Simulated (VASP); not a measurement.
# SnO2 (Imma) in VASP: single point with r2SCAN

Aim: the single point of SnO2 with r2SCAN.

Program: VASP 6.6.1. These are calculated values, not measurements. Logs are shortened: lines on timing, memory, paths and dates and some standing lists are left out, and cuts for length are marked.

## Step 1: The cell of the first run

The structure is orthorhombic, space group Imma (No. 74). The conventional cell has a = 3.999 Å, b = 4.399 Å, c = 10.204 Å, α = 90.00°, β = 90.00°, γ = 90.00°. Within 2.7 Å of Sn (site symmetry mm2) lie 6 O at 2.05 to 2.25 Å. O (site symmetry mm2) has 3 Sn at 2.05 to 2.08 Å and 2 O at 2.56 Å within 2.7 Å. O (site symmetry mm2) has 3 Sn at 2.08 to 2.25 Å and 2 O at 2.72 Å within 2.8 Å.

## Step 2: Single point, r2SCAN (strain +0.1000 x Voigt [0, 1, 0, 0, 0, 0])

Input file POSCAR:

```
SnO2
1.0
   -1.9995434671      2.1994978138      5.1020851544
    1.9995434671     -2.1994978138      5.1020851544
    1.9995434671      2.1994978138     -5.1020851544
Sn O
2 4
Direct
    0.7500000000      0.2500000000      0.5000000000
    0.0000000000      0.0000000000      0.0000000000
    0.7963663280      0.7963663280      0.0000000000
    0.9536336720      0.4536336720      0.5000000000
    0.2036336720      0.2036336720      0.0000000000
    0.5463663280      0.0463663280      0.5000000000
```

Input file INCAR.step1:

```
ALGO     = Normal         # electronic algorithm
EDIFF    = 1E-4           # SCF threshold, eV
ENCUT    = 520            # plane-wave cutoff, eV
GGA      = PE             # functional
ISMEAR   = 0              # smearing method
LASPH    = True           # aspherical terms in the spheres
LCHARG   = False          # write CHGCAR
LREAL    = False          # projectors in reciprocal space
LWAVE    = True           # write WAVECAR
NBANDS   = 35             # bands
NELM     = 60             # most SCF steps
PREC     = Accurate       # precision mode
SIGMA    = 0.05           # smearing width, eV
```

Input file INCAR.step2:

```
ALGO     = Normal         # electronic algorithm
EDIFF    = 1E-6           # SCF threshold, eV
ENCUT    = 520            # plane-wave cutoff, eV
ISIF     = 2              # what is computed and relaxed
ISMEAR   = 0              # smearing method
ISTART   = 1            
LASPH    = True           # aspherical terms in the spheres
LCHARG   = False          # write CHGCAR
LMIXTAU  = True         
LREAL    = False          # projectors in reciprocal space
LWAVE    = False          # write WAVECAR
METAGGA  = R2SCAN         # meta-GGA
NBANDS   = 35             # bands
NELM     = 60             # most SCF steps
PREC     = Accurate       # precision mode
SIGMA    = 0.05           # smearing width, eV
```

Input file KPOINTS:

```
k-points
0
Gamma
  10 10 10
```

Potentials or basis: VASP PAW PBE potentials, release 64 (Sn_d, O).

Run with:

```bash
$ cat potpaw_PBE.64/Sn_d/POTCAR potpaw_PBE.64/O/POTCAR > POTCAR
$ cp INCAR.step1 INCAR
$ mpirun -np 1 vasp_std > vasp.out
$ cp INCAR.step2 INCAR
$ mpirun -np 1 vasp_std > vasp.out
```

OUTCAR:

```text
EDIFF = 1E-6
   ENCUT = 520
   ISIF = 2
   ISMEAR = 0
   ISTART = 1
   LASPH = True
   LREAL = False
   METAGGA = R2SCAN
   NELM = 60
   PREC = Accurate

 ion  position               nearest neighbor table
   1  0.750  0.250  0.500-   3 2.05   3 2.05   6 2.08   4 2.08   5 2.25   5 2.25   2 3.24   2 3.24
                             2 3.37   2 3.37
   2  0.000  0.000  0.000-   4 2.05   4 2.05   5 2.08   3 2.08   6 2.25   6 2.25   1 3.24   1 3.24
                             1 3.37   1 3.37
   3  0.796  0.796  0.000-   1 2.05   1 2.05   2 2.08
   4  0.954  0.454  0.500-   2 2.05   2 2.05   1 2.08
   5  0.204  0.204  0.000-   2 2.08   1 2.25   1 2.25
   6  0.546  0.046  0.500-   1 2.08   2 2.25   2 2.25

  LATTYP: Found a body centered orthorhombic cell.
 ALAT       =     3.9990869342
 B/A-ratio  =     1.1000000000
 C/A-ratio  =     2.5516250276

  Lattice vectors:

 A1 = (  -1.9995434671,   2.1994978138,   5.1020851544)
 A2 = (   1.9995434671,  -2.1994978138,   5.1020851544)
 A3 = (   1.9995434671,   2.1994978138,  -5.1020851544)

Analysis of symmetry for initial positions (statically):
=====================================================================
 Subroutine PRICEL returns:
 Original cell was already a primitive cell.

 Routine SETGRP: Setting up the symmetry group for a
 body centered orthorhombic supercell.

 Subroutine GETGRP returns: Found  8 space group operations
 (whereof  4 operations were pure point group operations)
 out of a pool of  8 trial point group operations.

The static configuration has the point symmetry C_2v.
 The point group associated with its full space group is D_2h.

Analysis of symmetry for dynamics (positions and initial velocities):
=====================================================================
 Subroutine PRICEL returns:
 Original cell was already a primitive cell.

 Routine SETGRP: Setting up the symmetry group for a
 body centered orthorhombic supercell.

 Subroutine GETGRP returns: Found  8 space group operations
 (whereof  4 operations were pure point group operations)
 out of a pool of  8 trial point group operations.

The dynamic configuration has the point symmetry C_2v.
 The point group associated with its full space group is D_2h.

 Subroutine INISYM returns: Found  8 space group operations
 (whereof  4 operations are pure point group operations),
 and found     1 'primitive' translations

[... 99 lines left out ...]
   LASPH  =      T    aspherical Exc in radial PAW
   ENCUT  =  520.0 eV  38.22 Ry    6.18 a.u.  10.98 10.98 10.98*2*pi/ulx,y,z
   NELM   =     60;   NELMIN=  2; NELMDL=  0     # of ELM steps
   EDIFF  = 0.1E-05   stopping-criterion for ELM
   LREAL  =      F    real-space projection
[... 7 lines left out ...]
   TEBEG  =    0.0;   TEEND  =   0.0 temperature during run
   PSTRESS=    0.0 pullay stress
   NELECT =      52.0000    total number of electrons
   NUPDOWN=      -1.0000    fix difference up-down
   EMIN   =  10.00;   EMAX   =-10.00  energy-range for DOS
   EFERMI =   0.00;   METHOD = LEGACY
   ISMEAR =     0;   SIGMA  =   0.05  broadening in eV -4-tet -1-fermi 0-gaus
   EFERMI_NEDOS =   21; number of points for ismear=-14 and -15
   IALGO  =     38    algorithm
   IMIX   =      4    mixing-type and parameters
     AMIX     =   0.40;   BMIX     =  1.00
     AMIX_MAG =   1.60;   BMIX_MAG =  1.00
  volume/ion in A,a.u.               =      14.96       100.95
  Fermi-wavevector in a.u.,A,eV,Ry     =   1.364757  2.579016 25.341681  1.862561
  Thomas-Fermi vector in A             =   2.491045
   LORBIT       =      0    0 simple, 1 ext, 2 COOP (PROOUT), +10 PAW based schemes
   METAGGA = R2SCAN    functional components
   LHFCALC =     F    Hartree Fock is set to
   AEXX    =    0.0000 exact exchange contribution
   IVDW    =     0    specifies the selected vdW correction
   LEPSILON=     F    determine dielectric tensor
   LRPA    =     F    only Hartree local field effects (RPA)
 non-spin polarized calculation
 Gauss-broadening in eV      SIGMA  =   0.05
  energy-cutoff  :      520.00
  volume of cell :       89.76
 maximum number of plane-waves:      2441
 NGX is ok and might be reduce to    48
   NGX = 21   NGY = 21   NGZ = 21

 number of electron      51.9999999 magnetization

 Free energy of the ion-electron system (eV)
  ---------------------------------------------------
  ext. energy  EPLUGINS =         0.00000000
  ---------------------------------------------------
  free energy    TOTEN  =       -83.45544913 eV

  energy without entropy =      -83.45544913  energy(sigma->0) =      -83.45544913

 E-fermi :   3.0571     XC(G=0): -10.5485

 val. band max:        2.8605324931   @ k =   0.5000   0.5000   0.5000
 cond. band min:       4.3427403003   @ k =   0.0000   0.0000   0.0000
 fundamental gap:      1.4822078072
 Fermi energy:         3.0570560805

 k-point     1 :       0.0000    0.0000    0.0000
  band No.  band energies     occupation
      1     -18.6052      2.00000
      2     -18.4159      2.00000
      3     -18.0005      2.00000
      4     -17.7469      2.00000
      5     -17.6000      2.00000
      6     -17.5565      2.00000
[... 901 lines left out ...]
     34      14.3270      0.00000
     35      14.8205      0.00000

 [... further k-points ...]

------------------------ aborting loop because EDIFF is reached ----------------------------------------

  FORCE on cell =-STRESS in cart. coord.  units (eV):
  Direction    XX          YY          ZZ          XY          YZ          ZX
  --------------------------------------------------------------------------------------
  -------------------------------------------------------------------------------------
  Total       -0.2124407    -12.5831690     -4.6011298      0.0000000      0.0000000      0.0000000
  in kB       -3.7921564   -224.6148860    -82.1321114      0.0000000      0.0000000      0.0000000
  external PRESSURE =    -103.5130513 kB  Pullay stress =       0.0000000 kB

 VOLUME and BASIS-vectors are now :
 -----------------------------------------------------------------------------
  energy-cutoff  :      520.00
  volume of cell :       89.76
      direct lattice vectors                 reciprocal lattice vectors
    -1.999543467  2.199497814  5.102085154     0.000000000  0.227324618  0.097999148
     1.999543467 -2.199497814  5.102085154     0.250057080  0.000000000  0.097999148
     1.999543467  2.199497814 -5.102085154     0.250057080  0.227324618  0.000000000

 POSITION                                       TOTAL-FORCE (eV/Angst)
 -----------------------------------------------------------------------------------
      0.00000      2.19950      2.55104         0.000000     -0.000000     -1.681741
      0.00000      0.00000      0.00000         0.000000      0.000000      1.681741
      0.00000      0.00000      8.12626        -0.000000      0.000000      0.143992
      0.00000      2.19950      4.62896        -0.000000     -0.000000     -0.143992
      0.00000      0.00000      2.07791        -0.000000      0.000000     -0.223389
      0.00000      2.19950      0.47313         0.000000     -0.000000      0.223389
 -----------------------------------------------------------------------------------
    total drift:                               -0.000000     -0.000000      0.000000

  FREE ENERGIE OF THE ION-ELECTRON SYSTEM (eV)
  ---------------------------------------------------
  free  energy   TOTEN  =       -83.4554491324 eV

  energy  without entropy=      -83.4554491324  energy(sigma->0) =      -83.45544913
```

OSZICAR.step1:

```text
N       E                     dE             d eps       ncg     rms          rms(c)
DAV:   1     0.646891466808E+03    0.64689E+03   -0.25465E+04 13056   0.216E+03
DAV:   2     0.639811416296E+02   -0.58291E+03   -0.54946E+03 13141   0.601E+02
DAV:   3    -0.371099611757E+02   -0.10109E+03   -0.99129E+02 13151   0.209E+02
DAV:   4    -0.426884467994E+02   -0.55785E+01   -0.55342E+01 14862   0.544E+01
DAV:   5    -0.428401640430E+02   -0.15172E+00   -0.15149E+00 14646   0.937E+00    0.156E+01
DAV:   6    -0.364891856078E+02    0.63510E+01   -0.19497E+01 19104   0.688E+01    0.601E+00
DAV:   7    -0.365783527065E+02   -0.89167E-01   -0.23254E+00 13035   0.873E+00    0.323E+00
DAV:   8    -0.365498302678E+02    0.28522E-01   -0.19151E-01 16450   0.397E+00    0.970E-01
DAV:   9    -0.365450262037E+02    0.48041E-02   -0.26602E-02 18678   0.218E+00    0.217E-01
DAV:  10    -0.365456872816E+02   -0.66108E-03   -0.89736E-03 17374   0.700E-01    0.116E-01
DAV:  11    -0.365462416632E+02   -0.55438E-03   -0.11367E-03 16733   0.373E-01    0.432E-02
DAV:  12    -0.365462558294E+02   -0.14166E-04   -0.94215E-05 10099   0.104E-01
   1 F= -.36546256E+02 E0= -.36546256E+02  d E =-.182496E-16
```

It took 1.8 h on 1 thread of Oxide Virtual Turin-like, shared host; peak memory 0.61 GiB.

What came out:

* Free energy: -83.4554 eV
* Pressure: -10.4 GPa
* Largest force: 1.682 eV/Å
* Band gap on the k mesh: 1.48 eV (least direct gap 1.55 eV)

Forces on the atoms (eV/Å):
```
Sn   0.000  0.000 -1.682
Sn   0.000  0.000  1.682
O    0.000  0.000  0.144
O    0.000  0.000 -0.144
O    0.000  0.000 -0.223
O    0.000  0.000  0.223
```

Stress tensor (GPa, compression positive):
```
 -0.38   0.00   0.00
  0.00 -22.46   0.00
  0.00   0.00  -8.21
```

Caveat: the cell differs from its parent crystal (strain +0.1000 x Voigt [0, 1, 0, 0, 0, 0]); the stress differs along the axes, from -22 to -0 GPa; the PAW data sets were made with another functional, which shifts forces and pressure a little; spin-orbit coupling is left out, which moves the levels of the heavy elements. A k mesh can miss the band edges.
